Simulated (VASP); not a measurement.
# NiSb2 (Pnnm) in VASP: single point with PBEsol

Aim: the single point of NiSb2 with PBEsol.

All numbers are computed with VASP 6.6.1; they aren't measurements. Logs are shortened: lines on timing, memory, paths and dates and some standing lists are left out, and cuts for length are marked.

### 1 The cell of the first run

The structure is orthorhombic, space group Pnnm (No. 58). Conventional cell: a = 5.150 Å, b = 6.275 Å, c = 3.831 Å, α = 90.00°, β = 90.00°, γ = 90.00°. Ni (site symmetry 2/m) has 6 Sb at 2.52 to 2.56 Å within 3.3 Å. Sb (site symmetry m) has 3 Ni at 2.52 to 2.56 Å and 6 Sb at 2.89 to 3.48 Å within 3.5 Å.

### 2 Single point, PBEsol

File INCAR:

```
SYSTEM = NiSb2
PREC = Accurate ; ENCUT = 520
EDIFF = 1E-6 ; ISMEAR = 0
SIGMA = 0.1 ; LREAL = .FALSE.
LASPH = .TRUE. ; NELM = 100
ALGO = Normal ; ISIF = 2
LWAVE = .FALSE. ; LCHARG = .FALSE.
GGA = PS ; NBANDS = 29
```

File KPOINTS:

```
Automatic mesh
0
G
  8 6 10
  0 0 0
```

File POSCAR:

```
NiSb2
1.0
    5.1504399531      0.0000000000      0.0000000000
    0.0000000000      6.2752737717      0.0000000000
    0.0000000000      0.0000000000      3.8311616668
Ni Sb
2 4
Direct
    0.0000000000      0.0000000000      0.0000000000
    0.5000000000      0.5000000000      0.5000000000
    0.2207161714      0.3578192933      0.0000000000
    0.7792838286      0.6421807067      0.0000000000
    0.7207161714      0.1421807067      0.5000000000
    0.2792838286      0.8578192933      0.5000000000
```

Potentials or basis: VASP PAW PBE potentials, release 64 (Ni, Sb).

Launch:

```sh
$ cat potpaw_PBE.64/Ni/POTCAR potpaw_PBE.64/Sb/POTCAR > POTCAR
$ mpirun -np 1 vasp_std > vasp.out
```

OUTCAR:

```text
SYSTEM = NiSb2
   PREC = Accurate
   ENCUT = 520
   EDIFF = 1E-6
   ISMEAR = 0
   LREAL = .FALSE.
   LASPH = .TRUE.
   NELM = 100
   ISIF = 2
   GGA = PS

 ion  position               nearest neighbor table
   1  0.000  0.000  0.000-   3 2.52   4 2.52   5 2.56   6 2.56   5 2.56   6 2.56
   2  0.500  0.500  0.500-   5 2.52   6 2.52   3 2.56   4 2.56   3 2.56   4 2.56
   3  0.221  0.358  0.000-   1 2.52   2 2.56   2 2.56   4 2.89   4 3.39   5 3.48   5 3.48   5 3.48
                             5 3.48   6 3.69   6 3.69   6 3.69   6 3.69
   4  0.779  0.642  0.000-   1 2.52   2 2.56   2 2.56   3 2.89   3 3.39   6 3.48   6 3.48   6 3.48
                             6 3.48   5 3.69   5 3.69   5 3.69   5 3.69
   5  0.721  0.142  0.500-   2 2.52   1 2.56   1 2.56   6 2.89   6 3.39   3 3.48   3 3.48   3 3.48
                             3 3.48   4 3.69   4 3.69   4 3.69   4 3.69
   6  0.279  0.858  0.500-   2 2.52   1 2.56   1 2.56   5 2.89   5 3.39   4 3.48   4 3.48   4 3.48
                             4 3.48   3 3.69   3 3.69   3 3.69   3 3.69

  LATTYP: Found a simple orthorhombic cell.
 ALAT       =     3.8311616668
 B/A-ratio  =     1.3443546373
 C/A-ratio  =     1.6379558780

  Lattice vectors:

 A1 = (   0.0000000000,   0.0000000000,   3.8311616668)
 A2 = (   5.1504399531,   0.0000000000,   0.0000000000)
 A3 = (   0.0000000000,   6.2752737717,   0.0000000000)

Analysis of symmetry for initial positions (statically):
=====================================================================
 Subroutine PRICEL returns:
 Original cell was already a primitive cell.

 Routine SETGRP: Setting up the symmetry group for a
 simple orthorhombic supercell.

 Subroutine GETGRP returns: Found  8 space group operations
 (whereof  4 operations were pure point group operations)
 out of a pool of  8 trial point group operations.

The static configuration has the point symmetry C_2h.
 The point group associated with its full space group is D_2h.

Analysis of symmetry for dynamics (positions and initial velocities):
=====================================================================
 Subroutine PRICEL returns:
 Original cell was already a primitive cell.

 Routine SETGRP: Setting up the symmetry group for a
 simple orthorhombic supercell.

 Subroutine GETGRP returns: Found  8 space group operations
 (whereof  4 operations were pure point group operations)
 out of a pool of  8 trial point group operations.

The dynamic configuration has the point symmetry C_2h.
 The point group associated with its full space group is D_2h.

 Subroutine INISYM returns: Found  8 space group operations
 (whereof  4 operations are pure point group operations),
 and found     1 'primitive' translations

----------------------------------------------------------------------------------------

                                     Primitive cell

  volume of cell :     123.8248

  direct lattice vectors                    reciprocal lattice vectors
     5.150439953  0.000000000  0.000000000     0.194158171  0.000000000  0.000000000
     0.000000000  6.275273772  0.000000000     0.000000000  0.159355597  0.000000000
     0.000000000  0.000000000  3.831161667     0.000000000  0.000000000  0.261017437

  length of vectors
     5.150439953  6.275273772  3.831161667     0.194158171  0.159355597  0.261017437

  position of ions in fractional coordinates (direct lattice)
     0.000000000  0.000000000  0.000000000
     0.500000000  0.500000000  0.500000000
     0.220716171  0.357819293  0.000000000
     0.779283829  0.642180707  0.000000000
     0.720716171  0.142180707  0.500000000
     0.279283829  0.857819293  0.500000000

  ion indices of the primitive-cell ions
   primitive index   ion index
                 1           1
                 2           2
                 3           3
                 4           4
                 5           5
                 6           6

----------------------------------------------------------------------------------------

 KPOINTS: Automatic mesh

Automatic generation of k-mesh.
 Grid dimensions read from file:
 generate k-points for:    8    6   10

 Generating k-lattice:

  Cartesian coordinates                     Fractional coordinates (reciprocal lattice)
     0.024269771  0.000000000  0.000000000     0.125000000  0.000000000  0.000000000
     0.000000000  0.026559266  0.000000000     0.000000000  0.166666667  0.000000000
     0.000000000  0.000000000  0.026101744     0.000000000  0.000000000  0.100000000

  Length of vectors
     0.024269771  0.026559266  0.026101744

  Shift w.r.t. Gamma in fractional coordinates (k-lattice)
     0.000000000  0.000000000  0.000000000

 Subroutine IBZKPT returns following result:
 ===========================================

 Found    120 irreducible k-points:

 Following reciprocal coordinates:
            Coordinates               Weight
  0.000000  0.000000  0.000000      1.000000
  0.125000  0.000000  0.000000      2.000000
  0.250000  0.000000  0.000000      2.000000
  0.375000  0.000000  0.000000      2.000000
  0.500000  0.000000  0.000000      1.000000
  0.000000  0.166667  0.000000      2.000000
[... 16 lines left out ...]
  0.250000  0.000000  0.100000      4.000000
  0.375000  0.000000  0.100000      4.000000
 [... further k-points ...]
   k-points           NKPTS =    120   k-points in BZ     NKDIM =    120   number of bands    NBANDS=     29
   number of dos      NEDOS =    301   number of ions     NIONS =      6
   total plane-waves  NPLWV =  53760
   dimension x,y,z NGX =    40 NGY =   48 NGZ =   28
   dimension x,y,z NGXF=    80 NGYF=   96 NGZF=   56
   ions per type =               2   4
   NGX,Y,Z   is equivalent  to a cutoff of  12.91, 12.72, 12.15 a.u.
   NGXF,Y,Z  is equivalent  to a cutoff of  25.82, 25.43, 24.30 a.u.
 SYSTEM =  NiSb2
   PREC   = accura    normal or accurate (medium, high low for compatibility)
   ISTART =      0    job   : 0-new  1-cont  2-samecut
   ICHARG =      2    charge: 1-file 2-atom 10-const
   ISPIN  =      1    spin polarized calculation?
   LNONCOLLINEAR =      F non collinear calculations
   LSORBIT =      F    spin-orbit coupling
   LASPH  =      T    aspherical Exc in radial PAW
   ENCUT  =  520.0 eV  38.22 Ry    6.18 a.u.   9.58 11.67  7.12*2*pi/ulx,y,z
   NELM   =    100;   NELMIN=  2; NELMDL= -5     # of ELM steps
   EDIFF  = 0.1E-05   stopping-criterion for ELM
   LREAL  =      F    real-space projection
   EDIFFG = 0.1E-04   stopping-criterion for IOM
   NSW    =      0    number of steps for IOM
   IBRION =     -1    ionic relax: 0-MD 1-quasi-New 2-CG
   NFREE  =      0    steps in history (QN), initial steepest desc. (CG)
   ISIF   =      2    stress and relaxation
   ISYM   =      2    0-nonsym 1-usesym 2-fastsym
   POTIM  = 0.5000    time-step for ionic-motion
   TEBEG  =    0.0;   TEEND  =   0.0 temperature during run
   PSTRESS=    0.0 pullay stress
   NELECT =      40.0000    total number of electrons
   NUPDOWN=      -1.0000    fix difference up-down
   EMIN   =  10.00;   EMAX   =-10.00  energy-range for DOS
   EFERMI =   0.00;   METHOD = LEGACY
   ISMEAR =     0;   SIGMA  =   0.10  broadening in eV -4-tet -1-fermi 0-gaus
   EFERMI_NEDOS =   21; number of points for ismear=-14 and -15
   IALGO  =     38    algorithm
   IMIX   =      4    mixing-type and parameters
     AMIX     =   0.40;   BMIX     =  1.00
     AMIX_MAG =   1.60;   BMIX_MAG =  1.00
  volume/ion in A,a.u.               =      20.64       139.27
  Fermi-wavevector in a.u.,A,eV,Ry     =   1.123291  2.122712 17.167600  1.261783
  Thomas-Fermi vector in A             =   2.259956
   LORBIT       =      0    0 simple, 1 ext, 2 COOP (PROOUT), +10 PAW based schemes
   GGA     = PS    functional components
   LHFCALC =     F    Hartree Fock is set to
   AEXX    =    0.0000 exact exchange contribution
   IVDW    =     0    specifies the selected vdW correction
   LEPSILON=     F    determine dielectric tensor
   LRPA    =     F    only Hartree local field effects (RPA)
 non-spin polarized calculation
 Gauss-broadening in eV      SIGMA  =   0.10
  energy-cutoff  :      520.00
  volume of cell :      123.82
 maximum number of plane-waves:      3372
 NGX is ok and might be reduce to    40
   NGX = 19   NGY = 23   NGZ = 15

 number of electron      40.0000018 magnetization

 Free energy of the ion-electron system (eV)
  ---------------------------------------------------
  ext. energy  EPLUGINS =         0.00000000
  ---------------------------------------------------
  free energy    TOTEN  =       -31.96532781 eV

  energy without entropy =      -31.95048363  energy(sigma->0) =      -31.95790572

 E-fermi :   8.8908     XC(G=0): -10.9647

 val. band max:        8.8815216829   @ k =   0.2500   0.3333   0.4000
 cond. band min:       8.8963442312   @ k =   0.3750   0.5000   0.0000
 fundamental gap:      0.0148225483
 Fermi energy:         8.8907529356

 k-point     1 :       0.0000    0.0000    0.0000
  band No.  band energies     occupation
      1      -3.9220      2.00000
      2      -0.7101      2.00000
      3      -0.4236      2.00000
      4       0.8436      2.00000
      5       2.8503      2.00000
      6       4.2623      2.00000
[... 21 lines left out ...]
     28      14.3943      0.00000
     29      15.0175      0.00000

 k-point     2 :       0.1250    0.0000    0.0000
  band No.  band energies     occupation
      1      -3.8327      2.00000
      2      -0.6697      2.00000
      3      -0.3800      2.00000
      4       0.2523      2.00000
      5       3.5070      2.00000
      6       4.1188      2.00000
[... 21 lines left out ...]
     28      14.1744      0.00000
     29      14.3767      0.00000

 k-point     3 :       0.2500    0.0000    0.0000
  band No.  band energies     occupation
      1      -3.5651      2.00000
      2      -0.8807      2.00000
      3      -0.3672      2.00000
      4      -0.2671      2.00000
      5       3.5227      2.00000
      6       3.9696      2.00000
[... 638 lines left out ...]
      5       3.5898      2.00000
      6       4.0103      2.00000
[... 21 lines left out ...]
     28      14.4413      0.00000
     29      14.7485      0.00000

 k-point    24 :       0.3750    0.0000    0.1000
  band No.  band energies     occupation
      1      -3.0313      2.00000
      2      -1.6588      2.00000
      3      -0.2049      2.00000
      4      -0.0968      2.00000
      5       3.2243      2.00000
      6       3.3824      2.00000
[... 21 lines left out ...]
     28      14.1458      0.00000
     29      15.1437      0.00000

 [... further k-points ...]
[... 5 lines left out ...]
  --------------------------------------------------------------------------------------
  -------------------------------------------------------------------------------------
  Total        0.0308139      0.0690894     -0.0485081      0.0000000      0.0000000      0.0000000
  in kB        0.3987031      0.8939524     -0.6276501      0.0000000      0.0000000      0.0000000
  external PRESSURE =       0.2216685 kB  Pullay stress =       0.0000000 kB

 VOLUME and BASIS-vectors are now :
 -----------------------------------------------------------------------------
  energy-cutoff  :      520.00
  volume of cell :      123.82
      direct lattice vectors                 reciprocal lattice vectors
     5.150439953  0.000000000  0.000000000     0.194158171  0.000000000  0.000000000
     0.000000000  6.275273772  0.000000000     0.000000000  0.159355597  0.000000000
     0.000000000  0.000000000  3.831161667     0.000000000  0.000000000  0.261017437

 POSITION                                       TOTAL-FORCE (eV/Angst)
 -----------------------------------------------------------------------------------
      0.00000      0.00000      0.00000        -0.000000      0.000000      0.000000
      2.57522      3.13764      1.91558        -0.000000      0.000000      0.000000
      1.13679      2.24541      0.00000         0.017564     -0.017957      0.000000
      4.01365      4.02986      0.00000        -0.017564      0.017957      0.000000
      3.71201      0.89222      1.91558         0.017564      0.017957      0.000000
      1.43843      5.38305      1.91558        -0.017564     -0.017957     -0.000000
 -----------------------------------------------------------------------------------
    total drift:                               -0.000000      0.000000     -0.000000

  FREE ENERGIE OF THE ION-ELECTRON SYSTEM (eV)
  ---------------------------------------------------
  free  energy   TOTEN  =       -31.9653278136 eV

  energy  without entropy=      -31.9504836294  energy(sigma->0) =      -31.95790572
```

Run time: 2.6 min. Hardware: 1 thread of Intel Xeon 6975P-C (Granite Rapids), shared host; peak memory 0.48 GiB.

Results:

| Item | Value |
| --- | --- |
| Free energy | -31.9653 eV |
| Pressure | 0.0 GPa |
| Largest force | 0.025 eV/Å |
| Band gap on the k mesh | zero (bands 20 and 21 overlap by 1.89 eV) |

Forces in eV/Å, atoms in the order of the input:
```
Ni   0.000  0.000  0.000
Ni   0.000  0.000  0.000
Sb   0.018 -0.018  0.000
Sb  -0.018  0.018  0.000
Sb   0.018  0.018  0.000
Sb  -0.018 -0.018  0.000
```

Caveat: the PAW data sets were made with another functional, which shifts forces and pressure a little; spin-orbit coupling is left out, which moves the levels of the heavy elements. Spin polarisation is off, so any magnetic state and its effect on volume and gap are missing.
